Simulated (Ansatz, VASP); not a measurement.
**Cr: VASP beside Ansatz**

```xyz
1
Lattice="2.4134 0.0000 0.0000 0.0000 2.4134 0.0000 0.0000 0.0000 2.4134" Properties=species:S:1:pos:R:3 pbc="T T T"
Cr    0.0000    0.0000    0.0000
```

Alike in both runs: task single point; functional revPBE; k mesh 15 × 15 × 15; occupations fermi-dirac, width 0.1 eV; no spin polarisation.

|  | VASP | Ansatz |
| --- | --- | --- |
| version | VASP 6.6.1 | Ansatz 0.2.0 |
| potentials or method | VASP PAW PBE potentials, release 64 (Cr_pv), cutoff 520 eV | plane waves (420 eV) with PAW, scalar-relativistic |
| valence electrons in the cell | 12 | 14 |

|  | VASP | Ansatz | Ansatz less VASP |
| --- | --- | --- | --- |
| pressure (GPa) | -11.4 | -11.2 | +0.26 |

VASP's potentials were made for PBE, not for revPBE. VASP's potentials hold 12 valence electrons a cell and Ansatz's 14, so a difference there can come from the potentials and not from the codes.
